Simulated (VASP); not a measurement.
# GaAg2P (Cmmm) in VASP: single point with PBE

Aim: the single point of GaAg2P with PBE.

Program: VASP 6.6.1. These are calculated values, not measurements. Logs are shortened: lines on timing, memory, paths and dates and some standing lists are left out, and cuts for length are marked.

### Step 1. The cell of the first run

The structure is orthorhombic, space group Cmmm (No. 65). Conventional cell: a = 5.971 Å, b = 7.993 Å, c = 6.299 Å, α = 90.00°, β = 90.00°, γ = 90.00°. Ga (site symmetry mmm) has 8 Ag at 2.99 Å and 2 Ga at 3.15 Å and 4 P at 3.19 Å within 3.9 Å. Ga (site symmetry mmm) has 8 Ag at 2.91 Å and 2 Ga at 3.15 Å and 4 P at 3.62 Å within 3.8 Å. Within 3.4 Å of Ag (site symmetry 2) lie 2 P at 2.55 Å and 4 Ga at 2.91 to 2.99 Å and 4 Ag at 2.99 to 3.31 Å. Within 2.9 Å of P (site symmetry mm2) lie 1 P at 2.22 Å and 4 Ag at 2.55 Å.

### Step 2. Single point, PBE

The input, INCAR:

```
SYSTEM = GaAg2P
PREC = Accurate
ENCUT = 520
EDIFF = 1E-6
ISMEAR = 0
SIGMA = 0.1
LREAL = .FALSE.
LASPH = .TRUE.
NELM = 80
ALGO = Normal
ISIF = 2
LWAVE = .FALSE.
LCHARG = .FALSE.
GGA = PE
NBANDS = 50
```

The input, KPOINTS:

```
regular mesh
0
G
  4 4 4
  0 0 0
```

The input, POSCAR:

```
GaAg2P
1.0
    2.9856325129     -3.9963469965      0.0000000000
    2.9856325129      3.9963469965      0.0000000000
    0.0000000000      0.0000000000      6.2987656921
Ga Ag P
2 4 2
Direct
    0.0000000000      0.0000000000      0.5000000000
    0.0000000000      0.0000000000      0.0000000000
    0.0000000000      0.5000000000      0.7626491782
    0.0000000000      0.5000000000      0.2373508218
    0.5000000000      0.0000000000      0.7626491782
    0.5000000000      0.0000000000      0.2373508218
    0.5000000000      0.5000000000      0.6761767777
    0.5000000000      0.5000000000      0.3238232223
```

Potentials or basis: VASP PAW PBE potentials, release 64 (Ga_d, Ag, P).

Command:

```bash
> cat potpaw_PBE.64/Ga_d/POTCAR potpaw_PBE.64/Ag/POTCAR potpaw_PBE.64/P/POTCAR > POTCAR
> mpirun -np 1 vasp_std > vasp.out
```

OUTCAR:

```text
SYSTEM = GaAg2P
   PREC = Accurate
   ENCUT = 520
   EDIFF = 1E-6
   ISMEAR = 0
   LREAL = .FALSE.
   LASPH = .TRUE.
   NELM = 80
   ISIF = 2
   GGA = PE

 ion  position               nearest neighbor table
   1  0.000  0.000  0.500-   3 2.99   4 2.99   5 2.99   6 2.99   3 2.99   4 2.99   5 2.99   6 2.99

   2  0.000  0.000  0.000-   3 2.91   4 2.91   5 2.91   6 2.91   3 2.91   4 2.91   5 2.91   6 2.91

   3  0.000  0.500  0.763-   7 2.55   7 2.55   2 2.91   2 2.91   5 2.99   5 2.99   4 2.99   1 2.99
                             1 2.99   4 3.31
   4  0.000  0.500  0.237-   8 2.55   8 2.55   2 2.91   2 2.91   6 2.99   6 2.99   3 2.99   1 2.99
                             1 2.99   3 3.31
   5  0.500  0.000  0.763-   7 2.55   7 2.55   2 2.91   2 2.91   3 2.99   3 2.99   6 2.99   1 2.99
                             1 2.99   6 3.31
   6  0.500  0.000  0.237-   8 2.55   8 2.55   2 2.91   2 2.91   4 2.99   4 2.99   5 2.99   1 2.99
                             1 2.99   5 3.31
   7  0.500  0.500  0.676-   8 2.22   5 2.55   3 2.55   5 2.55   3 2.55
   8  0.500  0.500  0.324-   7 2.22   6 2.55   4 2.55   6 2.55   4 2.55

  LATTYP: Found a base centered orthorhombic cell.
 ALAT       =     5.9712650258
 B/A-ratio  =     1.3385260842
 C/A-ratio  =     1.0548461113

  Lattice vectors:

 A1 = (   2.9856325129,  -3.9963469965,   0.0000000000)
 A2 = (   2.9856325129,   3.9963469965,   0.0000000000)
 A3 = (   0.0000000000,   0.0000000000,   6.2987656921)

Analysis of symmetry for initial positions (statically):
=====================================================================
 Subroutine PRICEL returns:
 Original cell was already a primitive cell.

 Routine SETGRP: Setting up the symmetry group for a
 base centered orthorhombic supercell.

 Subroutine GETGRP returns: Found  8 space group operations
 (whereof  8 operations were pure point group operations)
 out of a pool of  8 trial point group operations.

The static configuration has the point symmetry D_2h.

Analysis of symmetry for dynamics (positions and initial velocities):
=====================================================================
 Subroutine PRICEL returns:
 Original cell was already a primitive cell.

 Routine SETGRP: Setting up the symmetry group for a
 base centered orthorhombic supercell.

 Subroutine GETGRP returns: Found  8 space group operations
 (whereof  8 operations were pure point group operations)
 out of a pool of  8 trial point group operations.

The dynamic configuration has the point symmetry D_2h.

 Subroutine INISYM returns: Found  8 space group operations
 (whereof  8 operations are pure point group operations),
 and found     1 'primitive' translations

----------------------------------------------------------------------------------------

                                     Primitive cell

  volume of cell :     150.3090

  direct lattice vectors                    reciprocal lattice vectors
     2.985632513 -3.996346996  0.000000000     0.167468701 -0.125114261  0.000000000
     2.985632513  3.996346996  0.000000000     0.167468701  0.125114261  0.000000000
     0.000000000  0.000000000  6.298765692     0.000000000  0.000000000  0.158761264

  length of vectors
     4.988465778  4.988465778  6.298765692     0.209043881  0.209043881  0.158761264

  position of ions in fractional coordinates (direct lattice)
     0.000000000  0.000000000  0.500000000
     0.000000000  0.000000000  0.000000000
     0.000000000  0.500000000  0.762649178
     0.000000000  0.500000000  0.237350822
     0.500000000  0.000000000  0.762649178
     0.500000000  0.000000000  0.237350822
     0.500000000  0.500000000  0.676176778
     0.500000000  0.500000000  0.323823222

  ion indices of the primitive-cell ions
   primitive index   ion index
                 1           1
                 2           2
                 3           3
                 4           4
                 5           5
                 6           6
                 7           7
                 8           8

----------------------------------------------------------------------------------------

 KPOINTS: regular mesh

Automatic generation of k-mesh.
 Grid dimensions read from file:
 generate k-points for:    4    4    4

 Generating k-lattice:

  Cartesian coordinates                     Fractional coordinates (reciprocal lattice)
     0.041867175 -0.031278565  0.000000000     0.250000000  0.000000000  0.000000000
     0.041867175  0.031278565  0.000000000     0.000000000  0.250000000  0.000000000
     0.000000000  0.000000000  0.039690316     0.000000000  0.000000000  0.250000000

  Length of vectors
     0.052260970  0.052260970  0.039690316

  Shift w.r.t. Gamma in fractional coordinates (k-lattice)
     0.000000000  0.000000000  0.000000000

 Subroutine IBZKPT returns following result:
 ===========================================

 Found     21 irreducible k-points:

 Following reciprocal coordinates:
            Coordinates               Weight
  0.000000  0.000000  0.000000      1.000000
  0.250000  0.000000  0.000000      4.000000
  0.500000  0.000000  0.000000      2.000000
  0.250000  0.250000  0.000000      2.000000
  0.500000  0.250000  0.000000      4.000000
 -0.250000  0.250000  0.000000      2.000000
[... 13 lines left out ...]
 -0.250000  0.250000  0.500000      2.000000
  0.500000  0.500000  0.500000      1.000000
   k-points           NKPTS =     21   k-points in BZ     NKDIM =     21   number of bands    NBANDS=     50
   number of dos      NEDOS =    301   number of ions     NIONS =      8
   total plane-waves  NPLWV =  76800
   dimension x,y,z NGX =    40 NGY =   40 NGZ =   48
   dimension x,y,z NGXF=    80 NGYF=   80 NGZF=   96
   ions per type =               2   4   2
   NGX,Y,Z   is equivalent  to a cutoff of  13.33, 13.33, 12.67 a.u.
   NGXF,Y,Z  is equivalent  to a cutoff of  26.66, 26.66, 25.34 a.u.
 SYSTEM =  GaAg2P
   PREC   = accura    normal or accurate (medium, high low for compatibility)
   ISTART =      0    job   : 0-new  1-cont  2-samecut
   ICHARG =      2    charge: 1-file 2-atom 10-const
   ISPIN  =      1    spin polarized calculation?
   LNONCOLLINEAR =      F non collinear calculations
   LSORBIT =      F    spin-orbit coupling
   LASPH  =      T    aspherical Exc in radial PAW
   ENCUT  =  520.0 eV  38.22 Ry    6.18 a.u.   9.28  9.28 11.71*2*pi/ulx,y,z
   NELM   =     80;   NELMIN=  2; NELMDL= -5     # of ELM steps
   EDIFF  = 0.1E-05   stopping-criterion for ELM
   LREAL  =      F    real-space projection
   EDIFFG = 0.1E-04   stopping-criterion for IOM
   NSW    =      0    number of steps for IOM
   IBRION =     -1    ionic relax: 0-MD 1-quasi-New 2-CG
   NFREE  =      0    steps in history (QN), initial steepest desc. (CG)
   ISIF   =      2    stress and relaxation
   ISYM   =      2    0-nonsym 1-usesym 2-fastsym
   POTIM  = 0.5000    time-step for ionic-motion
   TEBEG  =    0.0;   TEEND  =   0.0 temperature during run
   PSTRESS=    0.0 pullay stress
   NELECT =      80.0000    total number of electrons
   NUPDOWN=      -1.0000    fix difference up-down
   EMIN   =  10.00;   EMAX   =-10.00  energy-range for DOS
   EFERMI =   0.00;   METHOD = LEGACY
   ISMEAR =     0;   SIGMA  =   0.10  broadening in eV -4-tet -1-fermi 0-gaus
   EFERMI_NEDOS =   21; number of points for ismear=-14 and -15
   IALGO  =     38    algorithm
   IMIX   =      4    mixing-type and parameters
     AMIX     =   0.40;   BMIX     =  1.00
     AMIX_MAG =   1.60;   BMIX_MAG =  1.00
  volume/ion in A,a.u.               =      18.79       126.79
  Fermi-wavevector in a.u.,A,eV,Ry     =   1.326712  2.507121 23.948477  1.760163
  Thomas-Fermi vector in A             =   2.456078
   LORBIT       =      0    0 simple, 1 ext, 2 COOP (PROOUT), +10 PAW based schemes
   GGA     = PE    functional components
   LHFCALC =     F    Hartree Fock is set to
   AEXX    =    0.0000 exact exchange contribution
   IVDW    =     0    specifies the selected vdW correction
   LEPSILON=     F    determine dielectric tensor
   LRPA    =     F    only Hartree local field effects (RPA)
 non-spin polarized calculation
 Gauss-broadening in eV      SIGMA  =   0.10
  energy-cutoff  :      520.00
  volume of cell :      150.31
 maximum number of plane-waves:      4072
 NGX is ok and might be reduce to    40
   NGX = 19   NGY = 19   NGZ = 23

 number of electron      79.9999996 magnetization

 Free energy of the ion-electron system (eV)
  ---------------------------------------------------
  ext. energy  EPLUGINS =         0.00000000
  ---------------------------------------------------
  free energy    TOTEN  =       -26.75666532 eV

  energy without entropy =      -26.75062583  energy(sigma->0) =      -26.75364557

 E-fermi :   6.9049     XC(G=0): -11.0400

 val. band max:        6.8646046053   @ k =  -0.2500   0.2500   0.0000
 cond. band min:       6.9263566864   @ k =   0.2500   0.2500   0.5000
 fundamental gap:      0.0617520810
 Fermi energy:         6.9049274640

 k-point     1 :       0.0000    0.0000    0.0000
  band No.  band energies     occupation
      1      -8.0958      2.00000
      2      -8.0653      2.00000
      3      -8.0326      2.00000
      4      -8.0290      2.00000
      5      -8.0184      2.00000
      6      -8.0125      2.00000
[... 42 lines left out ...]
     49      11.1635      0.00000
     50      11.1805      0.00000

 k-point     2 :       0.2500    0.0000    0.0000
  band No.  band energies     occupation
      1      -8.0939      2.00000
      2      -8.0685      2.00000
      3      -8.0359      2.00000
      4      -8.0262      2.00000
      5      -8.0149      2.00000
      6      -8.0139      2.00000
[... 42 lines left out ...]
     49      11.0311      0.00000
     50      13.0140      0.00000

 k-point     3 :       0.5000    0.0000    0.0000
  band No.  band energies     occupation
      1      -8.0922      2.00000
      2      -8.0720      2.00000
      3      -8.0388      2.00000
      4      -8.0235      2.00000
      5      -8.0154      2.00000
      6      -8.0115      2.00000
[... 943 lines left out ...]
     49      12.0608      0.00000
     50      12.9325      0.00000

 k-point    21 :       0.5000    0.5000    0.5000
  band No.  band energies     occupation
      1      -8.0515      2.00000
      2      -8.0414      2.00000
      3      -8.0360      2.00000
      4      -8.0204      2.00000
      5      -8.0174      2.00000
      6      -8.0171      2.00000
[... 42 lines left out ...]
     49      12.1792      0.00000
     50      12.3236      0.00000

------------------------ aborting loop because EDIFF is reached ----------------------------------------

  FORCE on cell =-STRESS in cart. coord.  units (eV):
  Direction    XX          YY          ZZ          XY          YZ          ZX
  --------------------------------------------------------------------------------------
  -------------------------------------------------------------------------------------
  Total        0.0619354     -0.0096612      0.0803658      0.0000000      0.0000000      0.0000000
  in kB        0.6601837     -0.1029810      0.8566370      0.0000000      0.0000000      0.0000000
  external PRESSURE =       0.4712799 kB  Pullay stress =       0.0000000 kB

 VOLUME and BASIS-vectors are now :
 -----------------------------------------------------------------------------
  energy-cutoff  :      520.00
  volume of cell :      150.31
      direct lattice vectors                 reciprocal lattice vectors
     2.985632513 -3.996346996  0.000000000     0.167468701 -0.125114261  0.000000000
     2.985632513  3.996346996  0.000000000     0.167468701  0.125114261  0.000000000
     0.000000000  0.000000000  6.298765692     0.000000000  0.000000000  0.158761264

 POSITION                                       TOTAL-FORCE (eV/Angst)
 -----------------------------------------------------------------------------------
      0.00000      0.00000      3.14938         0.000000      0.000000      0.000000
      0.00000      0.00000      0.00000         0.000000     -0.000000      0.000000
      1.49282      1.99817      4.80375         0.000000     -0.000000      0.001455
      1.49282      1.99817      1.49502         0.000000     -0.000000     -0.001455
      1.49282     -1.99817      4.80375        -0.000000     -0.000000      0.001455
      1.49282     -1.99817      1.49502        -0.000000     -0.000000     -0.001455
      2.98563      0.00000      4.25908        -0.000000     -0.000000     -0.021406
      2.98563      0.00000      2.03969         0.000000     -0.000000      0.021406
 -----------------------------------------------------------------------------------
    total drift:                                0.000000      0.000000      0.000000

  FREE ENERGIE OF THE ION-ELECTRON SYSTEM (eV)
  ---------------------------------------------------
  free  energy   TOTEN  =       -26.7566653214 eV

  energy  without entropy=      -26.7506258250  energy(sigma->0) =      -26.75364557
```

It took 1.8 min on 1 thread of Intel Xeon 6975P-C (Granite Rapids), shared host; peak memory 0.33 GiB.

Results:

```yaml
Free_energy: -26.7567 eV
Pressure: 0.0 GPa
Largest_force: 0.021 eV/Å
Band_gap_on_the_k_mesh: zero (band 40 reaches 8.70 eV, above the bottom of band 41 at 6.19 eV)
```

Forces on the atoms (eV/Å):
```
Ga   0.000  0.000  0.000
Ga   0.000  0.000  0.000
Ag   0.000  0.000  0.001
Ag   0.000  0.000 -0.001
Ag   0.000  0.000  0.001
Ag   0.000  0.000 -0.001
P    0.000  0.000 -0.021
P    0.000  0.000  0.021
```

Stress tensor (GPa, compression positive):
```
 0.07  0.00  0.00
 0.00 -0.01  0.00
 0.00  0.00  0.09
```

Levels at points of the mesh, in eV from the Fermi level:
```csv
k point,band 38,band 39,band 40,band 41,band 42,band 43
"(0.00, 0.00, 0.00)",-1.38,-1.29,-1.00,-0.28,0.53,2.14
"(0.50, 0.00, 0.00)",-1.92,-0.78,-0.76,0.31,0.72,1.99
"(0.50, 0.50, 0.00)",-1.76,-1.58,-1.40,-0.48,-0.31,2.44
"(0.00, 0.00, 0.50)",-2.08,-1.82,0.59,0.71,0.77,0.93
"(0.50, 0.00, 0.50)",-1.57,-1.34,-0.66,-0.18,0.89,1.42
"(0.50, 0.50, 0.50)",-2.79,-1.74,1.80,1.83,2.30,2.34
```
